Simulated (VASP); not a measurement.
PbC, 2 atoms in the cell. It takes space group Cmmm (No. 65, orthorhombic). Conventional cell: a = 4.178 Å, b = 4.380 Å, c = 5.874 Å, α = 90.00°, β = 90.00°, γ = 90.00°. Within 4.0 Å of Pb (site symmetry mmm) lie 4 Pb at 3.03 Å and 8 C at 3.60 to 3.66 Å. C (site symmetry mmm) has 4 C at 3.03 Å and 8 Pb at 3.60 to 3.66 Å within 4.0 Å. The cell was built from a structure type or drawn by symmetry, and may not be a known phase.

- Program: VASP 6.6.1
- Task: relaxation of cell and atoms
- Functional: PBE
- Potentials or basis: VASP PAW PBE potentials, release 64 (Pb_d, C)
- Cutoff: 600 eV
- k mesh: 6 × 6 × 4
- Occupations: gaussian, width 0.2 eV
- Spin: no spin polarisation
- Dipole correction: no
- Further INCAR settings: ALGO = Normal; EDIFF = 1e-06; IBRION = 2; EDIFFG = -0.08; NSW = 36; ISIF = 3

Potentials or basis: VASP PAW PBE potentials, release 64 (Pb_d, C).

Launch:

```sh
$ cat potpaw_PBE.64/Pb_d/POTCAR potpaw_PBE.64/C/POTCAR > POTCAR
$ mpirun -np 1 vasp_std > vasp.out
```

Hardware: 1 thread of AMD EPYC 9R45 96-Core Processor (Zen 5), with other jobs on the host.

Estimate the wall time of this run.

It took 2.8 min on 1 thread of AMD EPYC 9R45 96-Core Processor (Zen 5), with other jobs on the host, peak memory 0.18 GiB. Counts: scf iterations 169, k points 39, ion steps 22.
